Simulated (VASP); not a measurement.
Ge, 8 atoms in the cell. It takes space group P6mm (No. 183, hexagonal). Conventional cell: a = 7.514 Å, b = 7.514 Å, c = 4.603 Å, α = 90.00°, β = 90.00°, γ = 120.00°. Within 3.2 Å of Ge (site symmetry m) lie 5 Ge at 2.40 to 2.96 Å. Within 3.9 Å of Ge (site symmetry 3m) lie 12 Ge at 2.96 to 3.89 Å. The cell was built from a structure type or drawn by symmetry, and may not be a known phase.

| Item | Value |
| --- | --- |
| Program | VASP 6.6.1 |
| Task | single point |
| Functional | PBE |
| Potentials or basis | VASP PAW PBE potentials, release 64 (Ge_d) |
| Cutoff | 520 eV |
| k mesh | 3 × 3 × 2 |
| Occupations | gaussian, width 0.1 eV |
| Spin | no spin polarisation |
| Dipole correction | no |
| Further INCAR settings | ALGO = Normal; EDIFF = 1e-07; NBANDS = 66 |

Potentials or basis: VASP PAW PBE potentials, release 64 (Ge_d).

Run with:

```console
$ cat potpaw_PBE.64/Ge_d/POTCAR > POTCAR
$ mpirun -np 1 vasp_std > vasp.out
```

Hardware: 1 thread of Intel(R) Xeon(R) 6975P-C (Granite Rapids), on a shared host.

Estimate the wall time of this run.

It took 73 s on 1 thread of Intel(R) Xeon(R) 6975P-C (Granite Rapids), with other jobs on the host, peak memory 0.33 GiB. Counts: scf iterations 17, k points 6.
